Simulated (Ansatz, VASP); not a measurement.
**One calculation of CO2, two programs**

```xyz
6
Lattice="4.4267 0.0000 0.0000 0.0000 4.4267 0.0000 0.0000 0.0000 4.8090" Properties=species:S:1:pos:R:3 pbc="T T T"
C     2.2133    2.2133    2.4045
C     0.0000    0.0000    0.0000
O     1.3867    3.0400    2.4045
O     3.0400    1.3867    2.4045
O     0.8267    0.8267    0.0000
O     3.6000    3.6000    0.0000
```

Alike in both runs: functional PBE; dispersion D3(BJ); k mesh 6 × 6 × 6; occupations gaussian, width 0.02 eV; no spin polarisation.

Ansatz relaxed the structure, and its values are those at the end. VASP's run is a single point on that final structure, the one shown.

|  | VASP | Ansatz |
| --- | --- | --- |
| version | VASP 6.6.1 | Ansatz 0.2.0 |
| potentials or method | VASP PAW PBE potentials, release 64 (C, O), cutoff 520 eV | scalar-relativistic, plane waves, PAW |
| valence electrons in the cell | 32 | 32 |

Ansatz gave:

```
gap on the k mesh at the Fermi level (eV) : 6.55
least direct gap on the mesh (eV)         : 6.89
pressure (GPa)                            : 0.0
rms of the force components (eV/Å)        : 0.000
```

Question: What did VASP give for the same quantities?

Answer: gap on the k mesh at the Fermi level (eV): 6.53; least direct gap on the mesh (eV): 6.87; pressure (GPa): 1.4; rms of the force components (eV/Å): 0.298.

Noted on VASP's run: the standard files for N, O and F lose accuracy on very short bonds.
